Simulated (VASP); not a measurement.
# ScAlN2 (Cmmm) in VASP: further runs

The runs below take ScAlN2 through single point, with PBE.

All numbers are computed with VASP 6.6.1; they aren't measurements. Logs are shortened: lines on timing, memory, paths and dates and some standing lists are left out, and cuts for length are marked.

## 1. The cell of the first run

It takes space group Cmmm (No. 65, orthorhombic). Conventional cell: a = 5.491 Å, b = 6.051 Å, c = 4.278 Å, α = 90.00°, β = 90.00°, γ = 90.00°. Within 2.9 Å of Sc (site symmetry mmm) lie 4 N at 2.23 Å and 2 Al at 2.75 Å. Within 3.6 Å of Al (site symmetry mmm) lie 4 Sc at 2.75 to 3.03 Å and 4 N at 3.02 Å. Within 1.7 Å of N (site symmetry 2mm) lie 1 N at 1.23 Å.

The cell was built from a structure type or drawn by symmetry, and may not be a known phase.

## 2. Single point, PBE, collinear spin, ferromagnetic start

Input file INCAR:

```
PREC = Accurate
ENCUT = 520
EDIFF = 1E-7
ISMEAR = 0
SIGMA = 0.1
LREAL = False
LASPH = True
NELM = 150
ALGO = Normal
ISIF = 2
LWAVE = False
LCHARG = False
ISPIN = 2
MAGMOM = 0 0 1 1
LORBIT = 11
LMAXMIX = 4
GGA = PE
NBANDS = 24
```

Input file KPOINTS:

```
Automatic mesh
0
Gamma
  4 4 4
```

Input file POSCAR:

```
ScAlN2
1.0
    2.7453552131     -3.0256839627      0.0000000000
    2.7453552131      3.0256839627      0.0000000000
    0.0000000000      0.0000000000      4.2775995950
Sc Al N
1 1 2
Direct
    0.5000000000      0.5000000000      0.5000000000
    0.0000000000      0.0000000000      0.5000000000
    0.3877740581      0.3877740581      0.0000000000
    0.6122259419      0.6122259419      0.0000000000
```

Potentials or basis: VASP PAW PBE potentials, release 64 (Sc_sv, Al, N).

The run is started by

```
> cat potpaw_PBE.64/Sc_sv/POTCAR potpaw_PBE.64/Al/POTCAR potpaw_PBE.64/N/POTCAR > POTCAR
> mpirun -np 1 vasp_std > vasp.out
```

OUTCAR:

```text
PREC = Accurate
   ENCUT = 520
   EDIFF = 1E-7
   ISMEAR = 0
   LREAL = False
   LASPH = True
   NELM = 150
   ISIF = 2
   ISPIN = 2
   LORBIT = 11
   GGA = PE

 ion  position               nearest neighbor table
   1  0.500  0.500  0.500-   3 2.23   4 2.23   3 2.23   4 2.23   2 2.75   2 2.75   2 3.03   2 3.03

   2  0.000  0.000  0.500-   1 2.75   1 2.75   1 3.03   1 3.03
   3  0.388  0.388  0.000-   4 1.23   1 2.23   1 2.23
   4  0.612  0.612  0.000-   3 1.23   1 2.23   1 2.23

  LATTYP: Found a base centered orthorhombic cell.
 ALAT       =     5.4907104262
 B/A-ratio  =     1.1021101926
 C/A-ratio  =     0.7790612258

  Lattice vectors:

 A1 = (   2.7453552131,  -3.0256839627,   0.0000000000)
 A2 = (   2.7453552131,   3.0256839627,   0.0000000000)
 A3 = (   0.0000000000,   0.0000000000,   4.2775995950)

Analysis of symmetry for initial positions (statically):
=====================================================================
 Subroutine PRICEL returns:
 Original cell was already a primitive cell.

 Routine SETGRP: Setting up the symmetry group for a
 base centered orthorhombic supercell.

 Subroutine GETGRP returns: Found  8 space group operations
 (whereof  8 operations were pure point group operations)
 out of a pool of  8 trial point group operations.

The static configuration has the point symmetry D_2h.

Analysis of symmetry for dynamics (positions and initial velocities):
=====================================================================
 Subroutine PRICEL returns:
 Original cell was already a primitive cell.

 Routine SETGRP: Setting up the symmetry group for a
 base centered orthorhombic supercell.

 Subroutine GETGRP returns: Found  8 space group operations
 (whereof  8 operations were pure point group operations)
 out of a pool of  8 trial point group operations.

The dynamic configuration has the point symmetry D_2h.

Analysis of structural, dynamic, and magnetic symmetry:
=====================================================================
 Subroutine PRICEL returns:
 Original cell was already a primitive cell.

 Routine SETGRP: Setting up the symmetry group for a
 base centered orthorhombic supercell.

 Subroutine GETGRP returns: Found  8 space group operations
 (whereof  8 operations were pure point group operations)
 out of a pool of  8 trial point group operations.

The overall configuration has the point symmetry D_2h.

 Subroutine INISYM returns: Found  8 space group operations
 (whereof  8 operations are pure point group operations),
 and found     1 'primitive' translations

----------------------------------------------------------------------------------------

                                     Primitive cell

  volume of cell :      71.0644

  direct lattice vectors                    reciprocal lattice vectors
     2.745355213 -3.025683963  0.000000000     0.182125795 -0.165251892  0.000000000
     2.745355213  3.025683963  0.000000000     0.182125795  0.165251892  0.000000000
     0.000000000  0.000000000  4.277599595     0.000000000  0.000000000  0.233775971

  length of vectors
     4.085552434  4.085552434  4.277599595     0.245922738  0.245922738  0.233775971

  position of ions in fractional coordinates (direct lattice)
     0.500000000  0.500000000  0.500000000
     0.000000000  0.000000000  0.500000000
     0.387774058  0.387774058  0.000000000
     0.612225942  0.612225942  0.000000000

  ion indices of the primitive-cell ions
   primitive index   ion index
                 1           1
                 2           2
                 3           3
                 4           4

----------------------------------------------------------------------------------------

 KPOINTS: Automatic mesh

Automatic generation of k-mesh.
 Grid dimensions read from file:
 generate k-points for:    4    4    4

 Generating k-lattice:

  Cartesian coordinates                     Fractional coordinates (reciprocal lattice)
     0.045531449 -0.041312973  0.000000000     0.250000000  0.000000000  0.000000000
     0.045531449  0.041312973  0.000000000     0.000000000  0.250000000  0.000000000
     0.000000000  0.000000000  0.058443993     0.000000000  0.000000000  0.250000000

  Length of vectors
     0.061480684  0.061480684  0.058443993

  Shift w.r.t. Gamma in fractional coordinates (k-lattice)
     0.000000000  0.000000000  0.000000000

 Subroutine IBZKPT returns following result:
 ===========================================

 Found     21 irreducible k-points:

 Following reciprocal coordinates:
            Coordinates               Weight
  0.000000  0.000000  0.000000      1.000000
  0.250000  0.000000  0.000000      4.000000
  0.500000  0.000000  0.000000      2.000000
  0.250000  0.250000  0.000000      2.000000
  0.500000  0.250000  0.000000      4.000000
 -0.250000  0.250000  0.000000      2.000000
[... 13 lines left out ...]
 -0.250000  0.250000  0.500000      2.000000
  0.500000  0.500000  0.500000      1.000000
   k-points           NKPTS =     21   k-points in BZ     NKDIM =     21   number of bands    NBANDS=     24
   number of dos      NEDOS =    301   number of ions     NIONS =      4
   total plane-waves  NPLWV =  28800
   dimension x,y,z NGX =    30 NGY =   30 NGZ =   32
   dimension x,y,z NGXF=    60 NGYF=   60 NGZF=   64
   ions per type =               1   1   2
   NGX,Y,Z   is equivalent  to a cutoff of  12.21, 12.21, 12.44 a.u.
   NGXF,Y,Z  is equivalent  to a cutoff of  24.41, 24.41, 24.87 a.u.
 SYSTEM =  unknown system
   PREC   = accura    normal or accurate (medium, high low for compatibility)
   ISTART =      0    job   : 0-new  1-cont  2-samecut
   ICHARG =      2    charge: 1-file 2-atom 10-const
   ISPIN  =      2    spin polarized calculation?
   LNONCOLLINEAR =      F non collinear calculations
   LSORBIT =      F    spin-orbit coupling
   LASPH  =      T    aspherical Exc in radial PAW
   ENCUT  =  520.0 eV  38.22 Ry    6.18 a.u.   7.60  7.60  7.95*2*pi/ulx,y,z
   NELM   =    150;   NELMIN=  2; NELMDL= -5     # of ELM steps
   EDIFF  = 0.1E-06   stopping-criterion for ELM
   LREAL  =      F    real-space projection
   EDIFFG = 0.1E-05   stopping-criterion for IOM
   NSW    =      0    number of steps for IOM
   IBRION =     -1    ionic relax: 0-MD 1-quasi-New 2-CG
   NFREE  =      0    steps in history (QN), initial steepest desc. (CG)
   ISIF   =      2    stress and relaxation
   ISYM   =      2    0-nonsym 1-usesym 2-fastsym
   POTIM  = 0.5000    time-step for ionic-motion
   TEBEG  =    0.0;   TEEND  =   0.0 temperature during run
   PSTRESS=    0.0 pullay stress
   NELECT =      24.0000    total number of electrons
   NUPDOWN=      -1.0000    fix difference up-down
   EMIN   =  10.00;   EMAX   =-10.00  energy-range for DOS
   EFERMI =   0.00;   METHOD = LEGACY
   ISMEAR =     0;   SIGMA  =   0.10  broadening in eV -4-tet -1-fermi 0-gaus
   EFERMI_NEDOS =   21; number of points for ismear=-14 and -15
   IALGO  =     38    algorithm
   IMIX   =      4    mixing-type and parameters
     AMIX     =   0.40;   BMIX     =  1.00
     AMIX_MAG =   1.60;   BMIX_MAG =  1.00
  volume/ion in A,a.u.               =      17.77       119.89
  Fermi-wavevector in a.u.,A,eV,Ry     =   1.140060  2.154402 17.684003  1.299738
  Thomas-Fermi vector in A             =   2.276763
   LORBIT       =     11    0 simple, 1 ext, 2 COOP (PROOUT), +10 PAW based schemes
   GGA     = PE    functional components
   LHFCALC =     F    Hartree Fock is set to
   AEXX    =    0.0000 exact exchange contribution
   IVDW    =     0    specifies the selected vdW correction
   LEPSILON=     F    determine dielectric tensor
   LRPA    =     F    only Hartree local field effects (RPA)
 spin polarized calculation
 Gauss-broadening in eV      SIGMA  =   0.10
  energy-cutoff  :      520.00
  volume of cell :       71.06
 maximum number of plane-waves:      1952
   NGX = 15   NGY = 15   NGZ = 15

 number of electron      24.0000000 magnetization      -0.0000804

 number of electron      24.0000000 magnetization       0.0000249

 Free energy of the ion-electron system (eV)
  ---------------------------------------------------
  ext. energy  EPLUGINS =         0.00000000
  ---------------------------------------------------
  free energy    TOTEN  =       -26.00228108 eV

  energy without entropy =      -26.00014862  energy(sigma->0) =      -26.00121485

 E-fermi :   3.5641     XC(G=0):  -9.1782

 val. band max:        3.3699196644   @ k =   0.0000   0.0000   0.5000
 cond. band min:       3.5686738414   @ k =   0.2500   0.2500   0.0000
 fundamental gap:      0.1987541770
 Fermi energy:         3.5641070765

 spin component 1

 k-point     1 :       0.0000    0.0000    0.0000
  band No.  band energies     occupation
      1     -45.7387      1.00000
      2     -24.5406      1.00000
      3     -24.4813      1.00000
      4     -24.3056      1.00000
      5     -18.6607      1.00000
      6      -6.2595      1.00000
[... 556 lines left out ...]
     23      12.2221      0.00000
     24      14.7991      0.00000
 Fermi energy:         3.5641070765

 spin component 2

 k-point     1 :       0.0000    0.0000    0.0000
  band No.  band energies     occupation
      1     -45.7386      1.00000
      2     -24.5406      1.00000
      3     -24.4813      1.00000
      4     -24.3055      1.00000
      5     -18.6607      1.00000
      6      -6.2595      1.00000
[... 556 lines left out ...]
     23      12.2221      0.00000
     24      14.7991      0.00000

------------------------ aborting loop because EDIFF is reached ----------------------------------------

  FORCE on cell =-STRESS in cart. coord.  units (eV):
  Direction    XX          YY          ZZ          XY          YZ          ZX
  --------------------------------------------------------------------------------------
  -------------------------------------------------------------------------------------
  Total        0.3827010     -0.0170579      0.2474287     -0.0000000      0.0000000      0.0000000
  in kB        8.6281542     -0.3845784      5.5783831     -0.0000000      0.0000000      0.0000000
  external PRESSURE =       4.6073196 kB  Pullay stress =       0.0000000 kB

 VOLUME and BASIS-vectors are now :
 -----------------------------------------------------------------------------
  energy-cutoff  :      520.00
  volume of cell :       71.06
      direct lattice vectors                 reciprocal lattice vectors
     2.745355213 -3.025683963  0.000000000     0.182125795 -0.165251892  0.000000000
     2.745355213  3.025683963  0.000000000     0.182125795  0.165251892  0.000000000
     0.000000000  0.000000000  4.277599595     0.000000000  0.000000000  0.233775971

 POSITION                                       TOTAL-FORCE (eV/Angst)
 -----------------------------------------------------------------------------------
      2.74536      0.00000      2.13880         0.000000      0.000000      0.000000
      0.00000      0.00000      2.13880         0.000000     -0.000000      0.000000
      2.12916      0.00000      0.00000        -0.312238     -0.000000      0.000000
      3.36156      0.00000      0.00000         0.312238     -0.000000     -0.000000
 -----------------------------------------------------------------------------------
    total drift:                                0.000000      0.000000     -0.000000

  FREE ENERGIE OF THE ION-ELECTRON SYSTEM (eV)
  ---------------------------------------------------
  free  energy   TOTEN  =       -26.0022810774 eV

  energy  without entropy=      -26.0001486247  energy(sigma->0) =      -26.00121485

 total charge

# of ion       s       p       d       tot
------------------------------------------
    1        2.190   6.168   1.191   9.549
    2        0.550   0.244   0.000   0.794
    3        1.307   2.462   0.000   3.768
    4        1.307   2.462   0.000   3.768
--------------------------------------------------
tot          5.354  11.335   1.191  17.880

 magnetization (x)

# of ion       s       p       d       tot
------------------------------------------
    1        0.000   0.000   0.000   0.000
    2       -0.000   0.000   0.000   0.000
    3       -0.000  -0.000   0.000  -0.000
    4       -0.000  -0.000   0.000  -0.000
--------------------------------------------------
tot          0.000  -0.000   0.000   0.000
```

Wall time 1.8 min (1 thread of Intel Xeon 8259CL, shared host); peak memory 0.23 GiB.

Results:

```yaml
Free_energy: -26.0023 eV
Pressure: 0.5 GPa
Largest_force: 0.312 eV/Å
Band_gap_on_the_k_mesh: zero (filled and empty bands overlap)
Net_moment: 0.00 μB per cell
Valence_electrons_inside_the_program's_atomic_spheres: Sc 9.55; Al 0.79; N 3.77
```

Forces on the atoms (eV/Å):
```
Sc   0.000  0.000  0.000
Al   0.000  0.000  0.000
N   -0.312  0.000  0.000
N    0.312  0.000  0.000
```

Caveat: the k points lie up to 0.39 Å⁻¹ apart, too coarse for converged energies and pressures of a metal; the standard files for N, O and F lose accuracy on very short bonds.

## 3. Single point, PBE

Input file INCAR:

```
SYSTEM = ScAlN2
  ALGO = Normal
  EDIFF = 1E-7
  ENCUT = 520
  GGA = PE
  ISIF = 2
  ISMEAR = 0
  LASPH = .True.
  LCHARG = .False.
  LREAL = .False.
  LWAVE = .False.
  NBANDS = 20
  NELM = 60
  PREC = Accurate
  SIGMA = 0.1
```

Input file KPOINTS:

```
k-points
0
Gamma
  12 12 12
  0 0 0
```

Input file POSCAR:

```
ScAlN2
1.0
    2.7426918202     -3.0305337023      0.0000000000
    2.7426918202      3.0305337023      0.0000000000
    0.0000000000      0.0000000000      4.2735734759
Sc Al N
1 1 2
Direct
    0.5000000000      0.5000000000      0.5000000000
    0.0000000000      0.0000000000      0.5000000000
    0.3874581209      0.3874581209      0.0000000000
    0.6125418791      0.6125418791      0.0000000000
```

Potentials or basis: VASP PAW PBE potentials, release 64 (Sc_sv, Al, N).

The run is started by

```
> cat potpaw_PBE.64/Sc_sv/POTCAR potpaw_PBE.64/Al/POTCAR potpaw_PBE.64/N/POTCAR > POTCAR
> mpirun -np 1 vasp_std > vasp.out
```

It took 8.6 min on 1 thread of Intel Xeon 8259CL, shared host; peak memory 0.52 GiB.

The run converged. Its results:

```
Free energy            : -25.9444 eV
Pressure               : 0.4 GPa
Largest force          : 0.314 eV/Å
Band gap on the k mesh : zero (bands 12 and 13 overlap by 0.90 eV)
```

Forces in eV/Å, atoms in the order of the input:
```
Sc   0.000  0.000  0.000
Al   0.000  0.000  0.000
N   -0.314  0.000  0.000
N    0.314  0.000  0.000
```

Stress tensor (GPa, compression positive):
```
 0.75  0.00  0.00
 0.00 -0.06  0.00
 0.00  0.00  0.61
```

Levels at points of the mesh, in eV from the Fermi level:
```csv
k point,band 10,band 11,band 12,band 13,band 14,band 15
"(0.00, 0.00, 0.00)",-3.69,-1.58,-1.01,1.61,2.04,2.17
"(0.50, 0.00, 0.00)",-3.59,-2.04,-1.86,0.25,1.23,1.57
"(0.50, 0.50, 0.00)",-3.14,-1.97,-0.29,0.56,1.29,1.34
"(0.00, 0.00, 0.50)",-4.89,-0.26,0.28,0.36,1.65,1.84
"(0.50, 0.00, 0.50)",-4.25,-1.85,0.12,0.83,1.08,1.29
"(0.50, 0.50, 0.50)",-3.71,-1.63,-0.77,1.81,1.92,2.43
```

Caveat: the standard files for N, O and F lose accuracy on very short bonds.
